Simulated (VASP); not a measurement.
# Ba16HF32 (a cell with a defect) in VASP: single point with PBE

Aim: the single point of Ba16HF32 (a cell with a defect) with PBE.

Program: VASP 6.6.1. These are calculated values, not measurements. Logs are shortened: lines on timing, memory, paths and dates and some standing lists are left out, and cuts for length are marked.

### 1 The cell of the first run

The cell holds a defect, 49 atoms: a = 10.816 Å, b = 10.816 Å, c = 10.816 Å, α = 109.47°, β = 109.47°, γ = 109.47°.

### 2 Single point, PBE (with an interstitial atom, then relaxed in part)

Input file INCAR:

```
  PREC = Accurate
  ENCUT = 520
  EDIFF = 1E-6
  ISMEAR = 0
  SIGMA = 0.01
  LREAL = Auto
  LASPH = True
  NELM = 120
  ALGO = Normal
  ISIF = 2
  LWAVE = False
  LCHARG = False
  GGA = PE
  NBANDS = 222
  NELECT = 384.0
  GGA_COMPAT = False
  KPAR = 2
  NCORE = 2
```

Input file KPOINTS:

```
Automatic mesh
0
Gamma
  2 2 2
  0.5 0.5 0.5
```

Input file POSCAR:

```
Ba16HF32
1.0
    6.2447830241     -6.2447830241      6.2447830241
    6.2447830241      6.2447830241     -6.2447830241
   -6.2447830241      6.2447830241      6.2447830241
Ba F H
16 32 1
Direct
    0.7500000000      0.0000000000      0.2500000000
    0.0000000000      0.7500000000      0.2500000000
    0.2439205183      0.5000000000      0.2439205183
    0.5000000000      0.0000000000      0.5000000000
    0.5000000000      0.2439205183      0.2439205183
    0.7560794817      0.7560794817      0.5000000000
    0.0000000000      0.5000000000      0.5000000000
    0.2500000000      0.0000000000      0.7500000000
    0.2439205183      0.2439205183      0.5000000000
    0.5000000000      0.7560794817      0.7560794817
    0.7560794817      0.5000000000      0.7560794817
    0.0000000000      0.0000000000      0.0000000000
    0.0000000000      0.2500000000      0.7500000000
    0.2500000000      0.7500000000      0.0000000000
    0.5000000000      0.5000000000      0.0000000000
    0.7500000000      0.2500000000      0.0000000000
    0.5000000000     -0.0000866296      0.2516496931
    0.7483503069      0.7483503069      0.2482636773
   -0.0000866296      0.5000000000      0.2516496931
    0.2516496931     -0.0000866296      0.5000000000
    0.2641657901      0.2641657901      0.2641657901
    0.5000000000      0.7358342099      0.5000000000
    0.7358342099      0.5000000000      0.5000000000
    0.0000866296      0.0000866296      0.7517363227
   -0.0000866296      0.2516496931      0.5000000000
    0.2482636773      0.7483503069      0.7483503069
    0.5000000000      0.5000000000      0.7358342099
    0.7517363227      0.0000866296      0.0000866296
    0.7483503069      0.2482636773      0.7483503069
    0.0000866296      0.7517363227      0.0000866296
    0.2516496931      0.5000000000     -0.0000866296
    0.5000000000      0.2516496931     -0.0000866296
    0.0000866296      0.5000000000      0.7483503069
    0.2516496931      0.2516496931      0.7517363227
    0.5000000000      0.0000866296      0.7483503069
    0.7483503069      0.5000000000      0.0000866296
    0.7358342099      0.7358342099      0.7358342099
   -0.0000866296      0.2482636773     -0.0000866296
    0.2482636773     -0.0000866296     -0.0000866296
    0.5000000000      0.5000000000      0.2641657901
    0.5000000000      0.7483503069      0.0000866296
    0.7517363227      0.2516496931      0.2516496931
   -0.0000866296     -0.0000866296      0.2482636773
    0.2641657901      0.5000000000      0.5000000000
    0.2516496931      0.7517363227      0.2516496931
    0.5000000000      0.2641657901      0.5000000000
    0.7483503069      0.0000866296      0.5000000000
    0.0000866296      0.7483503069      0.5000000000
    0.5000000000      0.5000000000      0.5000000000
```

Potentials or basis: VASP PAW PBE potentials, release 64 (Ba_sv, F, H).

Launch:

```bash
$ cat potpaw_PBE.64/Ba_sv/POTCAR potpaw_PBE.64/F/POTCAR potpaw_PBE.64/H/POTCAR > POTCAR
$ mpirun -np 4 vasp_std > vasp.out
```

OUTCAR:

```text
PREC = Accurate
   ENCUT = 520
   EDIFF = 1E-6
   ISMEAR = 0
   LREAL = Auto
   LASPH = True
   NELM = 120
   ISIF = 2
   GGA = PE
   NELECT = 384.0

 ion  position               nearest neighbor table
   1  0.750  0.000  0.250-  17 2.71  18 2.71  25 2.71  28 2.71  41 2.71  42 2.71  43 2.71  47 2.71
                             5 4.36   6 4.36   9 4.36  10 4.36   4 4.42  12 4.42  13 4.42  16 4.42
   2  0.000  0.750  0.250-  18 2.71  19 2.71  20 2.71  30 2.71  36 2.71  43 2.71  45 2.71  48 2.71
                             3 4.36   6 4.36   9 4.36  11 4.36   4 4.42   1 4.42  12 4.42  14 4.42
   3  0.244  0.500  0.244-  19 2.67  31 2.67  38 2.67  45 2.67  22 2.70  40 2.70  44 2.70  21 2.70
                             2 4.36  13 4.36  14 4.36  16 4.36   4 4.42   7 4.42  15 4.42  12 4.42
   4  0.500  0.000  0.500-  17 2.69  20 2.69  29 2.69  35 2.69  45 2.69  47 2.69  46 2.86  22 2.86
                             1 4.42   8 4.42  13 4.42  16 4.42  14 4.42   2 4.42   9 4.42  10 4.42
   5  0.500  0.244  0.244-  39 2.67  32 2.67  17 2.67  42 2.67  23 2.70  40 2.70  21 2.70  46 2.70
                             1 4.36   8 4.36  14 4.36  16 4.36   4 4.42   7 4.42  15 4.42  12 4.42
   6  0.756  0.756  0.500-  18 2.67  24 2.67  47 2.67  48 2.67  37 2.70  40 2.70  23 2.70  22 2.70
                             1 4.36   2 4.36   8 4.36  13 4.36   7 4.42   4 4.42  12 4.42  15 4.42
   7  0.000  0.500  0.500-  19 2.69  25 2.69  33 2.69  48 2.69  42 2.69  26 2.69  44 2.86  23 2.86
                             2 4.42   8 4.42  13 4.42  14 4.42  16 4.42   1 4.42   9 4.42  10 4.42
   8  0.250  0.000  0.750-  20 2.71  24 2.71  26 2.71  32 2.71  34 2.71  35 2.71  39 2.71  48 2.71
                             5 4.36   6 4.36   9 4.36  10 4.36  13 4.42  14 4.42  15 4.42  16 4.42
   9  0.244  0.244  0.500-  20 2.67  25 2.67  34 2.67  43 2.67  21 2.70  27 2.70  44 2.70  46 2.70
[... 45 lines left out ...]
  47  0.748  0.000  0.500-   6 2.67   4 2.69   1 2.71  13 2.71
  48  0.000  0.748  0.500-   6 2.67   7 2.69   2 2.71   8 2.71
  49  0.500  0.500  0.500-

  LATTYP: Found a body centered cubic cell.
 ALAT       =    12.4895660482

  Lattice vectors:

 A1 = (   6.2447830241,  -6.2447830241,   6.2447830241)
 A2 = (   6.2447830241,   6.2447830241,  -6.2447830241)
 A3 = (  -6.2447830241,   6.2447830241,   6.2447830241)

Analysis of symmetry for initial positions (statically):
=====================================================================
 Subroutine PRICEL returns:
 Original cell was already a primitive cell.

 Routine SETGRP: Setting up the symmetry group for a
 body centered cubic supercell.

 Subroutine GETGRP returns: Found 48 space group operations
 (whereof 12 operations were pure point group operations)
 out of a pool of 48 trial point group operations.

The static configuration has the point symmetry D_3d.
 The point group associated with its full space group is O_h .

Analysis of symmetry for dynamics (positions and initial velocities):
=====================================================================
 Subroutine PRICEL returns:
 Original cell was already a primitive cell.

 Routine SETGRP: Setting up the symmetry group for a
 body centered cubic supercell.

 Subroutine GETGRP returns: Found 48 space group operations
 (whereof 12 operations were pure point group operations)
 out of a pool of 48 trial point group operations.

The dynamic configuration has the point symmetry D_3d.
 The point group associated with its full space group is O_h .

 Subroutine INISYM returns: Found 48 space group operations
 (whereof 12 operations are pure point group operations),
 and found     1 'primitive' translations

----------------------------------------------------------------------------------------

                                     Primitive cell

  volume of cell :     974.1191

  direct lattice vectors                    reciprocal lattice vectors
     6.244783024 -6.244783024  6.244783024     0.080066833  0.000000000  0.080066833
     6.244783024  6.244783024 -6.244783024     0.080066833  0.080066833  0.000000000
    -6.244783024  6.244783024  6.244783024     0.000000000  0.080066833  0.080066833

  length of vectors
    10.816281480 10.816281480 10.816281480     0.113231601  0.113231601  0.113231601

  position of ions in fractional coordinates (direct lattice)
     0.750000000  0.000000000  0.250000000
     0.000000000  0.750000000  0.250000000
     0.243920518  0.500000000  0.243920518
     0.500000000  0.000000000  0.500000000
     0.500000000  0.243920518  0.243920518
     0.756079482  0.756079482  0.500000000
[... 41 lines left out ...]
     0.000086630  0.748350307  0.500000000
     0.500000000  0.500000000  0.500000000

  ion indices of the primitive-cell ions
   primitive index   ion index
                 1           1
                 2           2
                 3           3
                 4           4
                 5           5
                 6           6
[... 41 lines left out ...]
                48          48
                49          49

----------------------------------------------------------------------------------------

 KPOINTS: Automatic mesh

Automatic generation of k-mesh.
 Grid dimensions read from file:
 generate k-points for:    2    2    2

 Generating k-lattice:

  Cartesian coordinates                     Fractional coordinates (reciprocal lattice)
     0.040033417  0.000000000  0.040033417     0.500000000  0.000000000  0.000000000
     0.040033417  0.040033417  0.000000000     0.000000000  0.500000000  0.000000000
     0.000000000  0.040033417  0.040033417     0.000000000  0.000000000  0.500000000

  Length of vectors
     0.056615801  0.056615801  0.056615801

  Shift w.r.t. Gamma in fractional coordinates (k-lattice)
     0.500000000  0.500000000  0.500000000

 Subroutine IBZKPT returns following result:
 ===========================================

 Found      2 irreducible k-points:

 Following reciprocal coordinates:
            Coordinates               Weight
  0.250000  0.250000  0.250000      2.000000
 -0.250000  0.250000  0.250000      6.000000
   k-points           NKPTS =      2   k-points in BZ     NKDIM =      2   number of bands    NBANDS=    222
   number of dos      NEDOS =    301   number of ions     NIONS =     49
   total plane-waves  NPLWV = 512000
   dimension x,y,z NGX =    80 NGY =   80 NGZ =   80
   dimension x,y,z NGXF=   160 NGYF=  160 NGZF=  160
   ions per type =              16  32   1
   NGX,Y,Z   is equivalent  to a cutoff of  12.30, 12.30, 12.30 a.u.
   NGXF,Y,Z  is equivalent  to a cutoff of  24.59, 24.59, 24.59 a.u.
 SYSTEM =  unknown system
   PREC   = accura    normal or accurate (medium, high low for compatibility)
   ISTART =      0    job   : 0-new  1-cont  2-samecut
   ICHARG =      2    charge: 1-file 2-atom 10-const
   ISPIN  =      1    spin polarized calculation?
   LNONCOLLINEAR =      F non collinear calculations
   LSORBIT =      F    spin-orbit coupling
   LASPH  =      T    aspherical Exc in radial PAW
   ENCUT  =  520.0 eV  38.22 Ry    6.18 a.u.  20.11 20.11 20.11*2*pi/ulx,y,z
   NELM   =    120;   NELMIN=  2; NELMDL= -5     # of ELM steps
   EDIFF  = 0.1E-05   stopping-criterion for ELM
   LREAL  =      T    real-space projection
   EDIFFG = 0.1E-04   stopping-criterion for IOM
   NSW    =      0    number of steps for IOM
   IBRION =     -1    ionic relax: 0-MD 1-quasi-New 2-CG
   NFREE  =      0    steps in history (QN), initial steepest desc. (CG)
   ISIF   =      2    stress and relaxation
   ISYM   =      2    0-nonsym 1-usesym 2-fastsym
   POTIM  = 0.5000    time-step for ionic-motion
   TEBEG  =    0.0;   TEEND  =   0.0 temperature during run
   PSTRESS=    0.0 pullay stress
   NELECT =     384.0000    total number of electrons
   NUPDOWN=      -1.0000    fix difference up-down
   EMIN   =  10.00;   EMAX   =-10.00  energy-range for DOS
   EFERMI =   0.00;   METHOD = LEGACY
   ISMEAR =     0;   SIGMA  =   0.01  broadening in eV -4-tet -1-fermi 0-gaus
   EFERMI_NEDOS =   21; number of points for ismear=-14 and -15
   IALGO  =     38    algorithm
   IMIX   =      4    mixing-type and parameters
     AMIX     =   0.40;   BMIX     =  1.00
     AMIX_MAG =   1.60;   BMIX_MAG =  1.00
  volume/ion in A,a.u.               =      19.88       134.16
  Fermi-wavevector in a.u.,A,eV,Ry     =   1.200368  2.268367 19.604421  1.440884
  Thomas-Fermi vector in A             =   2.336206
   LORBIT       =      0    0 simple, 1 ext, 2 COOP (PROOUT), +10 PAW based schemes
   GGA     = PE    functional components
   LHFCALC =     F    Hartree Fock is set to
   AEXX    =    0.0000 exact exchange contribution
   IVDW    =     0    specifies the selected vdW correction
   LEPSILON=     F    determine dielectric tensor
   LRPA    =     F    only Hartree local field effects (RPA)
 non-spin polarized calculation
 Gauss-broadening in eV      SIGMA  =   0.01
  energy-cutoff  :      520.00
  volume of cell :      974.12
 maximum number of plane-waves:     26284
   NGX = 41   NGY = 41   NGZ = 41

 number of electron     383.9999952 magnetization

 Free energy of the ion-electron system (eV)
  ---------------------------------------------------
  ext. energy  EPLUGINS =         0.00000000
  ---------------------------------------------------
  free energy    TOTEN  =      -273.38768929 eV

  energy without entropy =     -273.38768929  energy(sigma->0) =     -273.38768929

 E-fermi :  -2.0220     XC(G=0):  -8.6217

 val. band max:       -2.1563731473   @ k =  -0.2500   0.2500   0.2500
 cond. band min:      -1.1315000646   @ k =  -0.2500   0.2500   0.2500
 fundamental gap:      1.0248730827
 Fermi energy:        -2.0220415104

 k-point     1 :       0.2500    0.2500    0.2500
  band No.  band energies     occupation
      1     -25.2227      2.00000
      2     -25.2227      2.00000
      3     -25.2227      2.00000
      4     -25.2167      2.00000
      5     -25.0706      2.00000
      6     -25.0706      2.00000
[... 196 lines left out ...]
    203       5.5984      0.00000
    204       5.5984      0.00000

 k-point     2 :      -0.2500    0.2500    0.2500
  band No.  band energies     occupation
      1     -25.2557      2.00000
      2     -25.2105      2.00000
      3     -25.2105      2.00000
      4     -25.1996      2.00000
      5     -25.0787      2.00000
      6     -25.0763      2.00000
[... 196 lines left out ...]
    203       5.7899      0.00000
    204       5.8407      0.00000
 [bands above 204 left out]

------------------------ aborting loop because EDIFF is reached ----------------------------------------

  FORCE on cell =-STRESS in cart. coord.  units (eV):
  Direction    XX          YY          ZZ          XY          YZ          ZX
  --------------------------------------------------------------------------------------
  -------------------------------------------------------------------------------------
  Total        1.9060849      1.9060849      1.9060849     -0.0000000     -0.0000000     -0.0000000
  in kB        3.1350233      3.1350233      3.1350233     -0.0000000     -0.0000000     -0.0000000
  external PRESSURE =       3.1350233 kB  Pullay stress =       0.0000000 kB

 VOLUME and BASIS-vectors are now :
 -----------------------------------------------------------------------------
  energy-cutoff  :      520.00
  volume of cell :      974.12
      direct lattice vectors                 reciprocal lattice vectors
     6.244783024 -6.244783024  6.244783024     0.080066833  0.000000000  0.080066833
     6.244783024  6.244783024 -6.244783024     0.080066833  0.080066833  0.000000000
    -6.244783024  6.244783024  6.244783024     0.000000000  0.080066833  0.080066833

 POSITION                                       TOTAL-FORCE (eV/Angst)
 -----------------------------------------------------------------------------------
      3.12239     -3.12239      6.24478        -0.000000      0.000000     -0.000000
      3.12239      6.24478     -3.12239        -0.000000      0.000000     -0.000000
      3.12239      3.12239     -0.07593        -0.000000      0.000000     -0.002766
      0.00000      0.00000      6.24478        -0.000000      0.000000     -0.000000
      3.12239     -0.07593      3.12239        -0.000000     -0.002766     -0.000000
      6.32071      3.12239      3.12239         0.002766      0.000000     -0.000000
[... 41 lines left out ...]
      1.55143      7.79514     -1.55035         0.010818     -0.000464      0.000464
      3.12239      3.12239      3.12239        -0.000000      0.000000     -0.000000
 -----------------------------------------------------------------------------------
    total drift:                                0.000000     -0.000000     -0.000000

  FREE ENERGIE OF THE ION-ELECTRON SYSTEM (eV)
  ---------------------------------------------------
  free  energy   TOTEN  =      -273.3876892880 eV

  energy  without entropy=     -273.3876892880  energy(sigma->0) =     -273.38768929
```

Run time: 3.1 min. Hardware: 4 MPI ranks of AMD EPYC 9R45 (Zen 5), shared host; peak memory 0.64 GiB.

What came out:

| Property | Result |
| --- | --- |
| Free energy | -273.3877 eV |
| Largest force | 0.031 eV/Å |

Forces on the atoms (eV/Å):
```
Ba   0.000  0.000  0.000
Ba   0.000  0.000  0.000
Ba   0.000  0.000 -0.003
Ba   0.000  0.000  0.000
Ba   0.000 -0.003  0.000
Ba   0.003  0.000  0.000
Ba   0.000  0.000  0.000
Ba   0.000  0.000  0.000
Ba  -0.003  0.000  0.000
Ba   0.000  0.003  0.000
Ba   0.000  0.000  0.003
Ba   0.000  0.000  0.000
Ba   0.000  0.000  0.000
Ba   0.000  0.000  0.000
Ba   0.000  0.000  0.000
Ba   0.000  0.000  0.000
F    0.000 -0.011  0.000
F    0.011  0.000  0.000
F    0.000  0.000 -0.011
F   -0.011  0.000  0.000
F   -0.018 -0.018 -0.018
F    0.018  0.018 -0.018
F    0.018 -0.018  0.018
F    0.011  0.000  0.000
F   -0.011  0.000  0.000
F    0.000  0.011  0.000
F   -0.018  0.018  0.018
F    0.000  0.011  0.000
F    0.000  0.000  0.011
F    0.000  0.000  0.011
F    0.000  0.000 -0.011
F    0.000 -0.011  0.000
F    0.000  0.000  0.011
F   -0.011  0.000  0.000
F    0.000  0.011  0.000
F    0.000  0.000  0.011
F    0.018  0.018  0.018
F    0.000  0.000 -0.011
F    0.000 -0.011  0.000
F    0.018 -0.018 -0.018
F    0.000  0.011  0.000
F    0.000 -0.011  0.000
F   -0.011  0.000  0.000
F   -0.018  0.018 -0.018
F    0.000  0.000 -0.011
F   -0.018 -0.018  0.018
F    0.011  0.000  0.000
F    0.011  0.000  0.000
H    0.000  0.000  0.000
```

Levels at points of the mesh, in eV from the Fermi level:
| k point | band 189 | band 190 | band 191 | band 192 | band 193 | band 194 | band 195 | band 196 |
| --- | --- | --- | --- | --- | --- | --- | --- | --- |
| (0.25, 0.25, 0.25) | -0.23 | -0.23 | -0.21 | -0.21 | 0.90 | 7.53 | 7.53 | 7.53 |

Caveat: the cell carries a net charge on a neutralising background, which shifts energy and pressure; the cell differs from its parent crystal (with an interstitial atom, then relaxed in part); the cell is charged against a uniform background, so pressure and absolute levels hang on convention; spin-orbit coupling is left out, which moves the levels of the heavy elements.
